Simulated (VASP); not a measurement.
# SnSe2 (P-3m1) in VASP: further runs

SnSe2 is run at these levels: PBEsol; tasks: single point.

Program: VASP 6.6.1. These are calculated values, not measurements. Logs are shortened: lines on timing, memory, paths and dates and some standing lists are left out, and cuts for length are marked.

### Step 1. The cell of the first run

Symmetry: P-3m1, No. 164, trigonal system. The conventional cell has a = 4.032 Å, b = 4.032 Å, c = 5.515 Å, α = 90.00°, β = 90.00°, γ = 120.00°. Within 3.6 Å of Sn (site symmetry -3m) lie 6 Se at 2.73 Å. Within 3.6 Å of Se (site symmetry 3m) lie 3 Sn at 2.73 Å and 3 Se at 3.54 Å.

### Step 2. Single point, PBEsol

Input file INCAR:

```
ALGO = Normal
EDIFF = 1E-6
ENCUT = 520
GGA = PS
ISIF = 2
ISMEAR = 0
LASPH = T
LCHARG = F
LREAL = F
LWAVE = F
NBANDS = 20
NELM = 100
PREC = Accurate
SIGMA = 0.05
```

Input file KPOINTS:

```
k-points
0
Gamma
  12 12 6
```

Input file POSCAR:

```
SnSe2
1.0
    4.0315123140      0.0000000000      0.0000000000
   -2.0157561570      3.4913920796      0.0000000000
    0.0000000000      0.0000000000      5.5145261239
Sn Se
1 2
Direct
    0.0000000000      0.0000000000      0.0000000000
    0.3333333333      0.6666666667      0.2580716066
    0.6666666667      0.3333333333      0.7419283934
```

Potentials or basis: VASP PAW PBE potentials, release 64 (Sn_d, Se).

Run with:

```
$ cat potpaw_PBE.64/Sn_d/POTCAR potpaw_PBE.64/Se/POTCAR > POTCAR
$ mpirun -np 1 vasp_std > vasp.out
```

OUTCAR:

```text
EDIFF = 1E-6
   ENCUT = 520
   GGA = PS
   ISIF = 2
   ISMEAR = 0
   LASPH = T
   LREAL = F
   NELM = 100
   PREC = Accurate

 ion  position               nearest neighbor table
   1  0.000  0.000  0.000-   2 2.73   3 2.73   3 2.73   2 2.73   3 2.73   2 2.73
   2  0.333  0.667  0.258-   1 2.73   1 2.73   1 2.73
   3  0.667  0.333  0.742-   1 2.73   1 2.73   1 2.73

  LATTYP: Found a hexagonal cell.
 ALAT       =     4.0315123140
 C/A-ratio  =     1.3678554583

  Lattice vectors:

 A1 = (   4.0315123140,   0.0000000000,   0.0000000000)
 A2 = (  -2.0157561570,   3.4913920796,   0.0000000000)
 A3 = (   0.0000000000,   0.0000000000,   5.5145261239)

Analysis of symmetry for initial positions (statically):
=====================================================================
 Subroutine PRICEL returns:
 Original cell was already a primitive cell.

 Routine SETGRP: Setting up the symmetry group for a
 hexagonal supercell.

 Subroutine GETGRP returns: Found 12 space group operations
 (whereof 12 operations were pure point group operations)
 out of a pool of 24 trial point group operations.

The static configuration has the point symmetry D_3d.

Analysis of symmetry for dynamics (positions and initial velocities):
=====================================================================
 Subroutine PRICEL returns:
 Original cell was already a primitive cell.

 Routine SETGRP: Setting up the symmetry group for a
 hexagonal supercell.

 Subroutine GETGRP returns: Found 12 space group operations
 (whereof 12 operations were pure point group operations)
 out of a pool of 24 trial point group operations.

The dynamic configuration has the point symmetry D_3d.

 Subroutine INISYM returns: Found 12 space group operations
 (whereof 12 operations are pure point group operations),
 and found     1 'primitive' translations

----------------------------------------------------------------------------------------

                                     Primitive cell

  volume of cell :      77.6202

  direct lattice vectors                    reciprocal lattice vectors
     4.031512314  0.000000000  0.000000000     0.248045875  0.143209353  0.000000000
    -2.015756157  3.491392080  0.000000000     0.000000000  0.286418706  0.000000000
     0.000000000  0.000000000  5.514526124     0.000000000  0.000000000  0.181339244

  length of vectors
     4.031512314  4.031512314  5.514526124     0.286418706  0.286418706  0.181339244

  position of ions in fractional coordinates (direct lattice)
     0.000000000  0.000000000  0.000000000
     0.333333333  0.666666667  0.258071607
     0.666666667  0.333333333  0.741928393

  ion indices of the primitive-cell ions
   primitive index   ion index
                 1           1
                 2           2
                 3           3

----------------------------------------------------------------------------------------

 KPOINTS: k-points

Automatic generation of k-mesh.
 Grid dimensions read from file:
 generate k-points for:   12   12    6

 Generating k-lattice:

  Cartesian coordinates                     Fractional coordinates (reciprocal lattice)
     0.020670490  0.011934113  0.000000000     0.083333333  0.000000000  0.000000000
     0.000000000  0.023868225  0.000000000     0.000000000  0.083333333  0.000000000
     0.000000000  0.000000000  0.030223207     0.000000000  0.000000000  0.166666667

  Length of vectors
     0.023868225  0.023868225  0.030223207

  Shift w.r.t. Gamma in fractional coordinates (k-lattice)
     0.000000000  0.000000000  0.000000000

 Subroutine IBZKPT returns following result:
 ===========================================

 Found    100 irreducible k-points:

 Following reciprocal coordinates:
            Coordinates               Weight
  0.000000  0.000000  0.000000      1.000000
  0.083333  0.000000  0.000000      6.000000
  0.166667  0.000000  0.000000      6.000000
  0.250000  0.000000  0.000000      6.000000
  0.333333  0.000000  0.000000      6.000000
  0.416667  0.000000  0.000000      6.000000
[... 16 lines left out ...]
  0.166667  0.000000  0.166667      6.000000
  0.000000  0.166667  0.166667      6.000000
 [... further k-points ...]
   k-points           NKPTS =    100   k-points in BZ     NKDIM =    100   number of bands    NBANDS=     20
   number of dos      NEDOS =    301   number of ions     NIONS =      3
   total plane-waves  NPLWV =  37800
   dimension x,y,z NGX =    30 NGY =   30 NGZ =   42
   dimension x,y,z NGXF=    60 NGYF=   60 NGZF=   84
   ions per type =               1   2
   NGX,Y,Z   is equivalent  to a cutoff of  12.37, 12.37, 12.66 a.u.
   NGXF,Y,Z  is equivalent  to a cutoff of  24.74, 24.74, 25.32 a.u.
 SYSTEM =  unknown system
   PREC   = accura    normal or accurate (medium, high low for compatibility)
   ISTART =      0    job   : 0-new  1-cont  2-samecut
   ICHARG =      2    charge: 1-file 2-atom 10-const
   ISPIN  =      1    spin polarized calculation?
   LNONCOLLINEAR =      F non collinear calculations
   LSORBIT =      F    spin-orbit coupling
   LASPH  =      T    aspherical Exc in radial PAW
   ENCUT  =  520.0 eV  38.22 Ry    6.18 a.u.   7.50  7.50 10.25*2*pi/ulx,y,z
   NELM   =    100;   NELMIN=  2; NELMDL= -5     # of ELM steps
   EDIFF  = 0.1E-05   stopping-criterion for ELM
   LREAL  =      F    real-space projection
   EDIFFG = 0.1E-04   stopping-criterion for IOM
   NSW    =      0    number of steps for IOM
   IBRION =     -1    ionic relax: 0-MD 1-quasi-New 2-CG
   NFREE  =      0    steps in history (QN), initial steepest desc. (CG)
   ISIF   =      2    stress and relaxation
   ISYM   =      2    0-nonsym 1-usesym 2-fastsym
   POTIM  = 0.5000    time-step for ionic-motion
   TEBEG  =    0.0;   TEEND  =   0.0 temperature during run
   PSTRESS=    0.0 pullay stress
   NELECT =      26.0000    total number of electrons
   NUPDOWN=      -1.0000    fix difference up-down
   EMIN   =  10.00;   EMAX   =-10.00  energy-range for DOS
   EFERMI =   0.00;   METHOD = LEGACY
   ISMEAR =     0;   SIGMA  =   0.05  broadening in eV -4-tet -1-fermi 0-gaus
   EFERMI_NEDOS =   21; number of points for ismear=-14 and -15
   IALGO  =     38    algorithm
   IMIX   =      4    mixing-type and parameters
     AMIX     =   0.40;   BMIX     =  1.00
     AMIX_MAG =   1.60;   BMIX_MAG =  1.00
  volume/ion in A,a.u.               =      25.87       174.60
  Fermi-wavevector in a.u.,A,eV,Ry     =   1.136949  2.148522 17.587614  1.292653
  Thomas-Fermi vector in A             =   2.273654
   LORBIT       =      0    0 simple, 1 ext, 2 COOP (PROOUT), +10 PAW based schemes
   GGA     = PS    functional components
   LHFCALC =     F    Hartree Fock is set to
   AEXX    =    0.0000 exact exchange contribution
   IVDW    =     0    specifies the selected vdW correction
   LEPSILON=     F    determine dielectric tensor
   LRPA    =     F    only Hartree local field effects (RPA)
 non-spin polarized calculation
 Gauss-broadening in eV      SIGMA  =   0.05
  energy-cutoff  :      520.00
  volume of cell :       77.62
 maximum number of plane-waves:      2120
 NGX is ok and might be reduce to    30

 number of electron      25.9999992 magnetization

 Free energy of the ion-electron system (eV)
  ---------------------------------------------------
  ext. energy  EPLUGINS =         0.00000000
  ---------------------------------------------------
  free energy    TOTEN  =       -12.78813619 eV

  energy without entropy =      -12.78758046  energy(sigma->0) =      -12.78785833

 E-fermi :   4.7284     XC(G=0):  -9.6862

 val. band max:        4.7181579654   @ k =   0.0000   0.3333   0.3333
 cond. band min:       4.7376286070   @ k =   0.0000   0.4167   0.3333
 fundamental gap:      0.0194706416
 Fermi energy:         4.7284100567

 k-point     1 :       0.0000    0.0000    0.0000
  band No.  band energies     occupation
      1     -17.1047      2.00000
      2     -17.1047      2.00000
      3     -17.0921      2.00000
      4     -17.0636      2.00000
      5     -17.0636      2.00000
      6      -9.7253      2.00000
[... 12 lines left out ...]
     19      12.7271      0.00000
     20      12.7271      0.00000

 k-point     2 :       0.0833    0.0000    0.0000
  band No.  band energies     occupation
      1     -17.1076      2.00000
      2     -17.1040      2.00000
      3     -17.0907      2.00000
      4     -17.0640      2.00000
      5     -17.0625      2.00000
      6      -9.6658      2.00000
[... 12 lines left out ...]
     19      12.7424      0.00000
     20      12.8104      0.00000

 k-point     3 :       0.1667    0.0000    0.0000
  band No.  band energies     occupation
      1     -17.1157      2.00000
      2     -17.1025      2.00000
      3     -17.0872      2.00000
      4     -17.0648      2.00000
      5     -17.0591      2.00000
      6      -9.4909      2.00000
[... 12 lines left out ...]
     19      11.9226      0.00000
     20      12.6986      0.00000

 k-point     4 :       0.2500    0.0000    0.0000
  band No.  band energies     occupation
      1     -17.1268      2.00000
      2     -17.1011      2.00000
      3     -17.0833      2.00000
      4     -17.0649      2.00000
      5     -17.0535      2.00000
      6      -9.2132      2.00000
[... 12 lines left out ...]
     19      11.5129      0.00000
     20      12.8542      0.00000

 k-point     5 :       0.3333    0.0000    0.0000
  band No.  band energies     occupation
      1     -17.1379      2.00000
      2     -17.1005      2.00000
      3     -17.0811      2.00000
      4     -17.0632      2.00000
      5     -17.0472      2.00000
      6      -8.8615      2.00000
[... 12 lines left out ...]
     19      11.9371      0.00000
     20      13.4743      0.00000
[... 353 lines left out ...]
      6      -9.5969      2.00000
[... 12 lines left out ...]
     19      12.6485      0.00000
     20      13.0211      0.00000

 k-point    22 :       0.0000    0.0833    0.1667
  band No.  band energies     occupation
      1     -17.1076      2.00000
      2     -17.1040      2.00000
      3     -17.0906      2.00000
      4     -17.0640      2.00000
      5     -17.0625      2.00000
      6      -9.5969      2.00000
[... 12 lines left out ...]
     19      12.1815      0.00000
     20      12.9432      0.00000

 k-point    23 :       0.1667    0.0000    0.1667
  band No.  band energies     occupation
      1     -17.1157      2.00000
      2     -17.1024      2.00000
      3     -17.0871      2.00000
      4     -17.0648      2.00000
      5     -17.0591      2.00000
      6      -9.4240      2.00000
[... 12 lines left out ...]
     19      12.4732      0.00000
     20      13.1662      0.00000

 k-point    24 :       0.0000    0.1667    0.1667
  band No.  band energies     occupation
      1     -17.1157      2.00000
      2     -17.1025      2.00000
      3     -17.0871      2.00000
      4     -17.0648      2.00000
      5     -17.0591      2.00000
      6      -9.4236      2.00000
[... 12 lines left out ...]
     19      12.2067      0.00000
     20      12.2104      0.00000

 [... further k-points ...]

------------------------ aborting loop because EDIFF is reached ----------------------------------------

  FORCE on cell =-STRESS in cart. coord.  units (eV):
  Direction    XX          YY          ZZ          XY          YZ          ZX
  --------------------------------------------------------------------------------------
  -------------------------------------------------------------------------------------
  Total       -1.0581505     -1.0581505      1.8724019      0.0000000     -0.0000000      0.0000000
  in kB      -21.8415387    -21.8415387     38.6486960      0.0000000     -0.0000000      0.0000000
  external PRESSURE =      -1.6781272 kB  Pullay stress =       0.0000000 kB

 VOLUME and BASIS-vectors are now :
 -----------------------------------------------------------------------------
  energy-cutoff  :      520.00
  volume of cell :       77.62
      direct lattice vectors                 reciprocal lattice vectors
     4.031512314  0.000000000  0.000000000     0.248045875  0.143209353  0.000000000
    -2.015756157  3.491392080  0.000000000     0.000000000  0.286418706  0.000000000
     0.000000000  0.000000000  5.514526124     0.000000000  0.000000000  0.181339244

 POSITION                                       TOTAL-FORCE (eV/Angst)
 -----------------------------------------------------------------------------------
      0.00000      0.00000      0.00000        -0.000000      0.000000      0.000000
     -0.00000      2.32759      1.42314        -0.000000      0.000000      0.724789
      2.01576      1.16380      4.09138         0.000000      0.000000     -0.724789
 -----------------------------------------------------------------------------------
    total drift:                                0.000000     -0.000000     -0.000000

  FREE ENERGIE OF THE ION-ELECTRON SYSTEM (eV)
  ---------------------------------------------------
  free  energy   TOTEN  =       -12.7881361936 eV

  energy  without entropy=      -12.7875804590  energy(sigma->0) =      -12.78785833
```

Wall time 4.1 min (1 thread of Intel Xeon Platinum 8488C (Sapphire Rapids), shared host); peak memory 0.29 GiB.

Results:

| Property | Result |
| --- | --- |
| Free energy | -12.7881 eV |
| Pressure | -0.2 GPa |
| Largest force | 0.725 eV/Å |
| Band gap on the k mesh | zero (band 13 reaches 4.77 eV, above the bottom of band 14 at 4.72 eV) |

Forces on the atoms (eV/Å):
```
Sn   0.000  0.000  0.000
Se   0.000  0.000  0.725
Se   0.000  0.000 -0.725
```

Stress tensor (GPa, compression positive):
```
-2.18  0.00  0.00
 0.00 -2.18  0.00
 0.00  0.00  3.86
```

Levels at points of the mesh, in eV from the Fermi level:
```
           k point  band 9  band 10  band 11  band 12  band 13  band 14  band 15  band 16  band 17  band 18
(0.00, 0.00, 0.00)   -1.81    -1.81    -1.66    -1.66    -0.61     0.09     1.51     3.57     3.57     7.86
(0.50, 0.00, 0.00)   -4.56    -3.79    -3.41    -1.85    -0.91     0.38     2.83     4.45     4.66     7.35
(0.00, 0.00, 0.50)   -2.38    -1.98    -1.98    -1.32    -1.32     1.08     1.53     2.94     2.94     6.86
(0.50, 0.00, 0.50)   -5.49    -3.43    -2.11    -1.74    -1.73     0.72     3.49     4.78     5.81     6.06
```

Caveat: the PAW data sets were made with another functional, which shifts forces and pressure a little; spin-orbit coupling is left out, which moves the levels of the heavy elements.

### Step 3. Single point, PBEsol

This run uses another cell than the first one, of the same volume but with other edges.

Input file INCAR:

```
SYSTEM = SnSe2
ALGO = Normal
EDIFF = 1E-6
ENCUT = 520
GGA = PS
ISIF = 2
ISMEAR = 0
LASPH = .TRUE.
LCHARG = .FALSE.
LREAL = .FALSE.
LWAVE = .FALSE.
NBANDS = 20
NELM = 80
PREC = Accurate
SIGMA = 0.05
```

Input file KPOINTS:

```
k-points
0
G
  12 12 6
  0 0 0
```

Input file POSCAR:

```
SnSe2
1.0
    3.5937446642      0.0000000000      0.0000000000
   -1.7968723321      3.1122741739      0.0000000000
    0.0000000000      0.0000000000      6.9398445948
Sn Se
1 2
Direct
    0.0000000000      0.0000000000      0.0000000000
    0.3333333333      0.6666666667      0.2580716066
    0.6666666667      0.3333333333      0.7419283934
```

Potentials or basis: VASP PAW PBE potentials, release 64 (Sn_d, Se).

Run with:

```
$ cat potpaw_PBE.64/Sn_d/POTCAR potpaw_PBE.64/Se/POTCAR > POTCAR
$ mpirun -np 1 vasp_std > vasp.out
```

It took 4.1 min on 1 thread of Intel Xeon Platinum 8488C (Sapphire Rapids), shared host; peak memory 0.29 GiB.

Results (log left out):

```
Free energy            : -12.5813 eV
Pressure               : 0.5 GPa
Largest force          : 1.096 eV/Å
Band gap on the k mesh : zero (band 13 reaches 4.65 eV, above the bottom of band 14 at 4.15 eV)
```

Forces in eV/Å, atoms in the order of the input:
```
Sn   0.000  0.000  0.000
Se   0.000  0.000 -1.096
Se   0.000  0.000  1.096
```

Stress tensor (GPa, compression positive):
```
 5.30  0.00  0.00
 0.00  5.30  0.00
 0.00  0.00 -9.09
```

Levels at points of the mesh, in eV from the Fermi level:
| k point | band 11 | band 12 | band 13 | band 14 | band 15 | band 16 |
| --- | --- | --- | --- | --- | --- | --- |
| (0.00, 0.00, 0.00) | -0.26 | -0.03 | -0.03 | 0.53 | 3.63 | 4.86 |
| (0.50, 0.00, 0.00) | -2.34 | -2.21 | -0.61 | 0.42 | 3.03 | 4.38 |
| (0.00, 0.00, 0.50) | -0.33 | 0.07 | 0.07 | 2.36 | 3.39 | 4.74 |
| (0.50, 0.00, 0.50) | -2.09 | -1.79 | -0.84 | -0.44 | 2.44 | 4.04 |

Caveat: the PAW data sets were made with another functional, which shifts forces and pressure a little; spin-orbit coupling is left out, which moves the levels of the heavy elements; this functional lacks dispersion, which binds the layers, so the pressure and a relaxed spacing across them are unreliable.

(Continued in part 2 of 2.)
